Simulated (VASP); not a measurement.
# Hf (P6_3/mmc) in VASP: a series of runs

The runs below take Hf through single point, with r2SCAN.

Program: VASP 6.6.1. These are calculated values, not measurements. Logs are shortened: lines on timing, memory, paths and dates and some standing lists are left out, and cuts for length are marked.

## Step 1: The cell of the first run

It takes space group P6_3/mmc (No. 194, hexagonal). Conventional cell: a = 3.199 Å, b = 3.199 Å, c = 5.051 Å, α = 90.00°, β = 90.00°, γ = 120.00°. Within 4.1 Å of Hf (site symmetry -6m2) lie 12 Hf at 3.13 to 3.20 Å.

## Step 2: Single point, r2SCAN

POSCAR reads:

```
Hf
1.0
    3.1987335297      0.0000000000      0.0000000000
   -1.5993667648      2.7701844966      0.0000000000
    0.0000000000      0.0000000000      5.0505021987
Hf
2
Direct
    0.3333333333      0.6666666667      0.2500000000
    0.6666666667      0.3333333333      0.7500000000
```

INCAR.step1 reads:

```
ALGO = Normal
EDIFF = 1E-4
ENCUT = 520
GGA = PE
ISMEAR = 1
LASPH = True
LCHARG = False
LREAL = False
LWAVE = True
NBANDS = 17
NELM = 100
PREC = Accurate
SIGMA = 0.6
```

INCAR.step2 reads:

```
ALGO = Normal
EDIFF = 1E-7
ENCUT = 520
ISIF = 2
ISMEAR = 1
ISTART = 1
LASPH = True
LCHARG = False
LMIXTAU = True
LREAL = False
LWAVE = False
METAGGA = R2SCAN
NBANDS = 17
NELM = 100
PREC = Accurate
SIGMA = 0.6
```

KPOINTS reads:

```
k-points
0
Gamma
  11 11 6
```

Potentials or basis: VASP PAW PBE potentials, release 64 (Hf_pv).

Started as:

```
cat potpaw_PBE.64/Hf_pv/POTCAR > POTCAR
cp INCAR.step1 INCAR
mpirun -np 1 vasp_std > vasp.out
cp INCAR.step2 INCAR
mpirun -np 1 vasp_std > vasp.out
```

OUTCAR:

```text
EDIFF = 1E-7
   ENCUT = 520
   ISIF = 2
   ISMEAR = 1
   ISTART = 1
   LASPH = True
   LREAL = False
   METAGGA = R2SCAN
   NELM = 100
   PREC = Accurate

 ion  position               nearest neighbor table
   1  0.333  0.667  0.250-   2 3.13   2 3.13   2 3.13   2 3.13   2 3.13   2 3.13
   2  0.667  0.333  0.750-   1 3.13   1 3.13   1 3.13   1 3.13   1 3.13   1 3.13

  LATTYP: Found a hexagonal cell.
 ALAT       =     3.1987335297
 C/A-ratio  =     1.5789068242

  Lattice vectors:

 A1 = (   3.1987335297,   0.0000000000,   0.0000000000)
 A2 = (  -1.5993667648,   2.7701844966,   0.0000000000)
 A3 = (   0.0000000000,   0.0000000000,   5.0505021987)

Analysis of symmetry for initial positions (statically):
=====================================================================
 Subroutine PRICEL returns:
 Original cell was already a primitive cell.

 Routine SETGRP: Setting up the symmetry group for a
 hexagonal supercell.

 Subroutine GETGRP returns: Found 24 space group operations
 (whereof 12 operations were pure point group operations)
 out of a pool of 24 trial point group operations.

The static configuration has the point symmetry D_3d.
 The point group associated with its full space group is D_6h.

Analysis of symmetry for dynamics (positions and initial velocities):
=====================================================================
 Subroutine PRICEL returns:
 Original cell was already a primitive cell.

 Routine SETGRP: Setting up the symmetry group for a
 hexagonal supercell.

 Subroutine GETGRP returns: Found 24 space group operations
 (whereof 12 operations were pure point group operations)
 out of a pool of 24 trial point group operations.

The dynamic configuration has the point symmetry D_3d.
 The point group associated with its full space group is D_6h.

 Subroutine INISYM returns: Found 24 space group operations
 (whereof 12 operations are pure point group operations),
 and found     1 'primitive' translations

----------------------------------------------------------------------------------------

                                     Primitive cell

  volume of cell :      44.7529

  direct lattice vectors                    reciprocal lattice vectors
     3.198733530  0.000000000  0.000000000     0.312623728  0.180493393  0.000000000
    -1.599366765  2.770184497  0.000000000     0.000000000  0.360986787  0.000000000
     0.000000000  0.000000000  5.050502199     0.000000000  0.000000000  0.198000112

[... 82 lines left out ...]
   NELM   =    100;   NELMIN=  2; NELMDL=  0     # of ELM steps
   EDIFF  = 0.1E-06   stopping-criterion for ELM
   LREAL  =      F    real-space projection
   EDIFFG = 0.1E-05   stopping-criterion for IOM
   NSW    =      0    number of steps for IOM
   IBRION =     -1    ionic relax: 0-MD 1-quasi-New 2-CG
   NFREE  =      0    steps in history (QN), initial steepest desc. (CG)
   ISIF   =      2    stress and relaxation
   ISYM   =      2    0-nonsym 1-usesym 2-fastsym
   POTIM  = 0.5000    time-step for ionic-motion
   TEBEG  =    0.0;   TEEND  =   0.0 temperature during run
   PSTRESS=    0.0 pullay stress
   NELECT =      20.0000    total number of electrons
   NUPDOWN=      -1.0000    fix difference up-down
   EMIN   =  10.00;   EMAX   =-10.00  energy-range for DOS
   EFERMI =   0.00;   METHOD = LEGACY
   ISMEAR =     1;   SIGMA  =   0.60  broadening in eV -4-tet -1-fermi 0-gaus
   EFERMI_NEDOS =   21; number of points for ismear=-14 and -15
   IALGO  =     38    algorithm
   IMIX   =      4    mixing-type and parameters
     AMIX     =   0.40;   BMIX     =  1.00
     AMIX_MAG =   1.60;   BMIX_MAG =  1.00
  volume/ion in A,a.u.               =      22.38       151.00
  Fermi-wavevector in a.u.,A,eV,Ry     =   1.251635  2.365247 21.314756  1.566590
  Thomas-Fermi vector in A             =   2.385573
   LORBIT       =      0    0 simple, 1 ext, 2 COOP (PROOUT), +10 PAW based schemes
   METAGGA = R2SCAN    functional components
   LHFCALC =     F    Hartree Fock is set to
   AEXX    =    0.0000 exact exchange contribution
   IVDW    =     0    specifies the selected vdW correction
   LEPSILON=     F    determine dielectric tensor
   LRPA    =     F    only Hartree local field effects (RPA)
 non-spin polarized calculation
 Methfessel and Paxton  Order N= 1 SIGMA  =   0.60
  energy-cutoff  :      520.00
  volume of cell :       44.75
 maximum number of plane-waves:      1222
 NGX is ok and might be reduce to    24
   NGX = 11   NGY = 11   NGZ = 19

 number of electron      20.0000004 magnetization

 Free energy of the ion-electron system (eV)
  ---------------------------------------------------
  ext. energy  EPLUGINS =         0.00000000
  ---------------------------------------------------
  free energy    TOTEN  =       -90.28021650 eV

  energy without entropy =      -90.34660209  energy(sigma->0) =      -90.30234503

 E-fermi :   4.8069     XC(G=0): -12.1525

 val. band max:        4.7498037106   @ k =   0.1818  -0.0000   0.0000
 cond. band min:       4.8104841719   @ k =   0.0909  -0.0000   0.5000
 fundamental gap:      0.0606804612
 Fermi energy:         4.8068837938

 k-point     1 :       0.0000    0.0000    0.0000
  band No.  band energies     occupation
      1     -27.4221      2.00000
      2     -26.6558      2.00000
      3     -26.6558      2.00000
      4     -26.5258      2.00000
      5     -26.5258      2.00000
      6     -26.5255      2.00000
[... 457 lines left out ...]
      4     -26.7308      2.00000
      5     -26.6028      2.00000
      6     -26.5892      2.00000
[... 9 lines left out ...]
     16       8.7918     -0.00000
     17      11.0353     -0.00000

 [... further k-points ...]

------------------------ aborting loop because EDIFF is reached ----------------------------------------

  FORCE on cell =-STRESS in cart. coord.  units (eV):
  Direction    XX          YY          ZZ          XY          YZ          ZX
  --------------------------------------------------------------------------------------
  -------------------------------------------------------------------------------------
  Total       -0.1982911     -0.1982911     -0.3383488     -0.0000000     -0.0000000      0.0000000
  in kB       -7.0989248     -7.0989248    -12.1130622     -0.0000000     -0.0000000      0.0000000
  external PRESSURE =      -8.7703039 kB  Pullay stress =       0.0000000 kB

 VOLUME and BASIS-vectors are now :
 -----------------------------------------------------------------------------
  energy-cutoff  :      520.00
  volume of cell :       44.75
      direct lattice vectors                 reciprocal lattice vectors
     3.198733530  0.000000000  0.000000000     0.312623728  0.180493393  0.000000000
    -1.599366765  2.770184497  0.000000000     0.000000000  0.360986787  0.000000000
     0.000000000  0.000000000  5.050502199     0.000000000  0.000000000  0.198000112

 POSITION                                       TOTAL-FORCE (eV/Angst)
 -----------------------------------------------------------------------------------
     -0.00000      1.84679      1.26263        -0.000000      0.000000      0.000000
      1.59937      0.92339      3.78788         0.000000     -0.000000      0.000000
 -----------------------------------------------------------------------------------
    total drift:                               -0.000000      0.000000     -0.000000

  FREE ENERGIE OF THE ION-ELECTRON SYSTEM (eV)
  ---------------------------------------------------
  free  energy   TOTEN  =       -90.2802165047 eV

  energy  without entropy=      -90.3466020918  energy(sigma->0) =      -90.30234503
```

OSZICAR.step1:

```text
N       E                     dE             d eps       ncg     rms          rms(c)
DAV:   1     0.517424227341E+02    0.51742E+02   -0.11341E+04  2176   0.112E+03
DAV:   2    -0.185187293247E+02   -0.70261E+02   -0.68440E+02  2824   0.250E+02
DAV:   3    -0.205248105539E+02   -0.20061E+01   -0.19655E+01  2776   0.277E+01
DAV:   4    -0.205431555769E+02   -0.18345E-01   -0.18316E-01  2759   0.305E+00
DAV:   5    -0.205433290603E+02   -0.17348E-03   -0.17347E-03  2812   0.272E-01    0.651E+01
DAV:   6    -0.200182147558E+02    0.52511E+00   -0.49193E-01  2558   0.453E+00    0.385E+01
DAV:   7    -0.198361798487E+02    0.18203E+00   -0.82810E-01  2633   0.563E+00    0.186E+00
DAV:   8    -0.198257775827E+02    0.10402E-01   -0.52838E-02  2583   0.149E+00    0.286E-01
DAV:   9    -0.198258830503E+02   -0.10547E-03   -0.11431E-03  2923   0.240E-01    0.189E-01
DAV:  10    -0.198258685040E+02    0.14546E-04   -0.58947E-05  1510   0.533E-02
   1 F= -.19825869E+02 E0= -.19847795E+02  d E =0.657787E-01
```

It took 4.8 min on 1 thread of Intel Xeon 8259CL, shared host; peak memory 0.19 GiB.

Results:

```
Free energy            : -90.2802 eV
Pressure               : -0.9 GPa
Band gap on the k mesh : zero (bands 10 and 11 overlap by 1.70 eV)
```

Caveat: so wide a smearing shifts energies and pressures; the PAW data sets were made with another functional, which shifts forces and pressure a little; spin-orbit coupling is left out, which moves the levels of the heavy elements.

## Step 3: Single point, r2SCAN

POSCAR is that of step 2.

INCAR.step1 reads:

```
  PREC = Accurate
  ENCUT = 520
  ISMEAR = 1
  SIGMA = 1.0
  LREAL = F
  LASPH = T
  NELM = 60
  NBANDS = 17
  GGA = PE
  ALGO = Normal
  EDIFF = 1E-4
  LWAVE = T
  LCHARG = F
```

INCAR.step2 reads:

```
  PREC = Accurate
  ENCUT = 520
  EDIFF = 1E-7
  ISMEAR = 1
  SIGMA = 1.0
  LREAL = F
  LASPH = T
  NELM = 60
  ALGO = Normal
  ISIF = 2
  LWAVE = F
  LCHARG = T
  METAGGA = R2SCAN
  LMIXTAU = T
  LELF = T
  LVHAR = T
  NBANDS = 17
  ISTART = 1
```

KPOINTS reads:

```
Automatic mesh
0
Gamma
  11 11 6
```

Potentials or basis: VASP PAW PBE potentials, release 64 (Hf_pv).

Started as:

```
cat potpaw_PBE.64/Hf_pv/POTCAR > POTCAR
cp INCAR.step1 INCAR
mpirun -np 1 vasp_std > vasp.out
cp INCAR.step2 INCAR
mpirun -np 1 vasp_std > vasp.out
```

It took 4.7 min on 1 thread of Intel Xeon 8259CL, shared host; peak memory 0.19 GiB.

The run converged. Its results:

* Free energy: -90.2304 eV
* Pressure: -0.9 GPa
* Band gap on the k mesh: zero (bands 10 and 11 overlap by 1.70 eV)

Stress tensor (GPa, compression positive):
```
-0.95  0.00  0.00
 0.00 -0.95  0.00
 0.00  0.00 -0.87
```

Levels at points of the mesh, in eV from the Fermi level:
| k point | band 7 | band 8 | band 9 | band 10 | band 11 | band 12 | band 13 | band 14 |
| --- | --- | --- | --- | --- | --- | --- | --- | --- |
| (0.00, 0.00, 0.00) | -7.69 | -3.78 | 0.49 | 1.39 | 1.39 | 1.72 | 2.26 | 2.26 |
| (0.00, 0.00, 0.50) | -5.62 | -5.62 | 0.23 | 0.23 | 1.29 | 1.29 | 1.29 | 1.29 |

Caveat: so wide a smearing shifts energies and pressures; the PAW data sets were made with another functional, which shifts forces and pressure a little; spin-orbit coupling is left out, which moves the levels of the heavy elements.

[end of part 1 of 2]
